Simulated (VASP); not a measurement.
# H (I4/mmm) in VASP: further runs, part 3 of 3

VASP 6.6.1.

### Step 6. Single point, PBE (biaxial strain in the a-b plane: +4.0 %, then relaxed in part)

File INCAR:

```
SYSTEM = H
ALGO = Normal ; EDIFF = 1E-6
ENCUT = 520 ; GGA = PE
ISIF = 2 ; ISMEAR = 0
LASPH = .TRUE. ; LCHARG = .FALSE.
LREAL = .FALSE. ; LWAVE = .FALSE.
NBANDS = 10 ; NELM = 80
PREC = Accurate ; SIGMA = 0.02
```

File KPOINTS:

```
k-points
0
G
  6 6 6
  0 0 0
```

File POSCAR:

```
H
1.0
    3.8581829842      0.0000000000      0.0000000000
    0.0000000000      3.8581829842      0.0000000000
    0.0000000000      0.0000000000      4.4485845392
H
4
Direct
    0.0000000000      0.0000000000      0.9156120470
    0.0000000000      0.0000000000      0.0843879530
    0.5000000000      0.5000000000      0.4156120470
    0.5000000000      0.5000000000      0.5843879530
```

Potentials or basis: VASP PAW PBE potentials, release 64 (H).

Command:

```bash
cat potpaw_PBE.64/H/POTCAR > POTCAR
mpirun -np 1 vasp_std > vasp.out
```

OUTCAR:

```text
SYSTEM = H
   EDIFF = 1E-6
   ENCUT = 520
   GGA = PE
   ISIF = 2
   ISMEAR = 0
   LASPH = .TRUE.
   LREAL = .FALSE.
   NELM = 80
   PREC = Accurate

 ion  position               nearest neighbor table
   1  0.000  0.000  0.916-   2 0.75
   2  0.000  0.000  0.084-   1 0.75
   3  0.500  0.500  0.416-   4 0.75
   4  0.500  0.500  0.584-   3 0.75

  LATTYP: Found a simple tetragonal cell.
 ALAT       =     3.8581829842
 C/A-ratio  =     1.1530258045

  Lattice vectors:

 A1 = (   3.8581829842,   0.0000000000,   0.0000000000)
 A2 = (   0.0000000000,   3.8581829842,   0.0000000000)
 A3 = (   0.0000000000,   0.0000000000,   4.4485845392)

Analysis of symmetry for initial positions (statically):
=====================================================================
 Subroutine PRICEL returns following result:

  LATTYP: Found a body centered tetragonal cell.
 ALAT       =     3.8581829842
 C/A-ratio  =     1.1530258045

  Lattice vectors:

 A1 = (  -1.9290914921,  -1.9290914921,  -2.2242922696)
 A2 = (   1.9290914921,   1.9290914921,  -2.2242922696)
 A3 = (   1.9290914921,  -1.9290914921,   2.2242922696)

   2 primitive cells build up your supercell.

 Routine SETGRP: Setting up the symmetry group for a
 simple tetragonal supercell.

 Subroutine GETGRP returns: Found 16 space group operations
 (whereof 16 operations were pure point group operations)
 out of a pool of 16 trial point group operations.

The static configuration has the point symmetry D_4h.

Analysis of symmetry for dynamics (positions and initial velocities):
=====================================================================
 Subroutine PRICEL returns following result:

  LATTYP: Found a body centered tetragonal cell.
[... 136 lines left out ...]
   IMIX   =      4    mixing-type and parameters
     AMIX     =   0.40;   BMIX     =  1.00
     AMIX_MAG =   1.60;   BMIX_MAG =  1.00
  volume/ion in A,a.u.               =      16.55       111.72
  Fermi-wavevector in a.u.,A,eV,Ry     =   0.642341  1.213849  5.613791  0.412602
  Thomas-Fermi vector in A             =   1.708979
   LORBIT       =      0    0 simple, 1 ext, 2 COOP (PROOUT), +10 PAW based schemes
   GGA     = PE    functional components
   LHFCALC =     F    Hartree Fock is set to
   AEXX    =    0.0000 exact exchange contribution
   IVDW    =     0    specifies the selected vdW correction
   LEPSILON=     F    determine dielectric tensor
   LRPA    =     F    only Hartree local field effects (RPA)
 non-spin polarized calculation
 Gauss-broadening in eV      SIGMA  =   0.02
  energy-cutoff  :      520.00
  volume of cell :       66.22
 maximum number of plane-waves:      1828
 NGX is ok and might be reduce to    30
   NGX = 15   NGY = 15   NGZ = 17

 number of electron       4.0000003 magnetization

 Free energy of the ion-electron system (eV)
  ---------------------------------------------------
  ext. energy  EPLUGINS =         0.00000000
  ---------------------------------------------------
  free energy    TOTEN  =       -13.57941048 eV

  energy without entropy =      -13.57941048  energy(sigma->0) =      -13.57941048

 E-fermi :  -8.7443     XC(G=0):  -4.5463

 val. band max:       -8.8939719365   @ k =   0.0000   0.0000   0.0000
 cond. band min:       0.3777666355   @ k =   0.5000   0.0000   0.5000
 fundamental gap:      9.2717385720
 Fermi energy:        -8.7442544972

 k-point     1 :       0.0000    0.0000    0.0000
  band No.  band energies     occupation
      1     -10.2056      2.00000
      2      -8.8940      2.00000
      3       1.6434      0.00000
      4       2.9784      0.00000
      5       5.7653      0.00000
      6       5.7653      0.00000
      7       5.9037      0.00000
      8       6.5602      0.00000
      9       7.7561      0.00000
     10      11.8277      0.00000
[... 287 lines left out ...]
 k-point    24 :       0.5000    0.0000    0.3333
  band No.  band energies     occupation
      1      -9.3696      2.00000
      2      -9.3696      2.00000
      3       0.6747      0.00000
      4       0.6747      0.00000
      5       5.5618      0.00000
      6       5.5618      0.00000
      7       8.7270      0.00000
      8       8.7270      0.00000
      9       8.7852      0.00000
     10       8.7852      0.00000

 [... further k-points ...]
[... 5 lines left out ...]
  --------------------------------------------------------------------------------------
  -------------------------------------------------------------------------------------
  Total       -0.0628385     -0.0628385     -0.0858318      0.0000000      0.0000000      0.0000000
  in kB       -1.5203678     -1.5203678     -2.0766884      0.0000000      0.0000000      0.0000000
  external PRESSURE =      -1.7058080 kB  Pullay stress =       0.0000000 kB

 VOLUME and BASIS-vectors are now :
 -----------------------------------------------------------------------------
  energy-cutoff  :      520.00
  volume of cell :       66.22
      direct lattice vectors                 reciprocal lattice vectors
     3.858182984  0.000000000  0.000000000     0.259189366  0.000000000  0.000000000
     0.000000000  3.858182984  0.000000000     0.000000000  0.259189366  0.000000000
     0.000000000  0.000000000  4.448584539     0.000000000  0.000000000  0.224790603

 POSITION                                       TOTAL-FORCE (eV/Angst)
 -----------------------------------------------------------------------------------
      0.00000      0.00000      4.07318         0.000000     -0.000000      0.012165
      0.00000      0.00000      0.37541         0.000000      0.000000     -0.012165
      1.92909      1.92909      1.84889         0.000000      0.000000      0.012165
      1.92909      1.92909      2.59970        -0.000000      0.000000     -0.012165
 -----------------------------------------------------------------------------------
    total drift:                                0.000000      0.000000      0.000000

  FREE ENERGIE OF THE ION-ELECTRON SYSTEM (eV)
  ---------------------------------------------------
  free  energy   TOTEN  =       -13.5794104830 eV

  energy  without entropy=      -13.5794104830  energy(sigma->0) =      -13.57941048
```

OSZICAR:

```text
N       E                     dE             d eps       ncg     rms          rms(c)
DAV:   1    -0.959214817310E+01   -0.95921E+01   -0.10428E+03   800   0.248E+02
DAV:   2    -0.146777859343E+02   -0.50856E+01   -0.50444E+01  1098   0.410E+01
DAV:   3    -0.148176203955E+02   -0.13983E+00   -0.13977E+00   922   0.541E+00
DAV:   4    -0.148180744456E+02   -0.45405E-03   -0.45404E-03   894   0.350E-01
DAV:   5    -0.148180763523E+02   -0.19067E-05   -0.19076E-05   880   0.227E-02    0.626E+00
DAV:   6    -0.139798413581E+02    0.83823E+00   -0.37615E-01   836   0.218E+00    0.341E+00
DAV:   7    -0.135717473966E+02    0.40809E+00   -0.88686E-01   830   0.345E+00    0.419E-01
DAV:   8    -0.135823682041E+02   -0.10621E-01   -0.17157E-02   820   0.562E-01    0.286E-01
DAV:   9    -0.135793789881E+02    0.29892E-02   -0.61612E-03   824   0.285E-01    0.200E-02
DAV:  10    -0.135793987404E+02   -0.19752E-04   -0.10967E-04   858   0.609E-02    0.784E-03
DAV:  11    -0.135794103268E+02   -0.11586E-04   -0.82813E-06   816   0.233E-02    0.365E-03
DAV:  12    -0.135794104830E+02   -0.15627E-06   -0.18476E-07   832   0.274E-03
   1 F= -.13579410E+02 E0= -.13579410E+02  d E =-.240373E-28
```

stdout:

```text
POSCAR found type information on POSCAR H
 POSCAR found :  1 types and       4 ions
 scaLAPACK will be used
 LDA part: xc-table for (Slater+PW92), standard interpolation
 POSCAR, INCAR and KPOINTS ok, starting setup
 FFT: planning ... GRIDC
 FFT: planning ... GRID_SOFT
 FFT: planning ... GRID
 WAVECAR not read
 entering main loop
```

Wall time 33 s (1 thread of Intel Xeon 8259CL, shared host); peak memory 0.17 GiB.

What came out:

| Item | Value |
| --- | --- |
| Free energy | -13.5794 eV |
| Pressure | -0.2 GPa |
| Largest force | 0.012 eV/Å |
| Band gap on the k mesh | 9.27 eV |

Forces in eV/Å, atoms in the order of the input:
```
H    0.000  0.000  0.012
H    0.000  0.000 -0.012
H    0.000  0.000  0.012
H    0.000  0.000 -0.012
```

Caveat: the cell differs from its parent crystal (biaxial strain in the a-b plane: +4.0 %, then relaxed in part); this functional lacks dispersion, which holds the molecules together, so the pressure and a relaxed volume are unreliable. A k mesh can miss the band edges.

### Step 7. Overview

| cell | gap on the mesh (eV) | pressure (GPa) | largest force (eV/Å) |
| --- | --- | --- | --- |
| a = 3.487, b = 3.487, c = 4.906 Å, 4 atoms, atomic positions A | 9.43 | -0.1 | 0.01 |
| a = 3.561, b = 3.561, c = 4.816 Å, 4 atoms, atomic positions B | 9.38 | -0.1 | 0.01 |
| a = 3.784, b = 3.784, c = 4.519 Å, 4 atoms, atomic positions C | 9.27 | -0.2 | 0.01 |
| a = 3.784, b = 3.784, c = 4.516 Å, 4 atoms, atomic positions D | 9.36 | 0.2 | 0.31 |
| a = 3.858, b = 3.858, c = 4.449 Å, 4 atoms, atomic positions E | 9.27 | -0.2 | 0.01 |

Alike in all rows: task single point; level PBE; potentials or basis VASP PAW PBE potentials, release 64 (H); no spin polarisation; k mesh 6 × 6 × 6; cutoff (eV) 520; smearing gaussian 0.02 eV.

Caveats: this functional lacks dispersion, which holds the molecules together, so the pressure and a relaxed volume are unreliable.

Absolute energies hang on the potentials; compare differences alone.
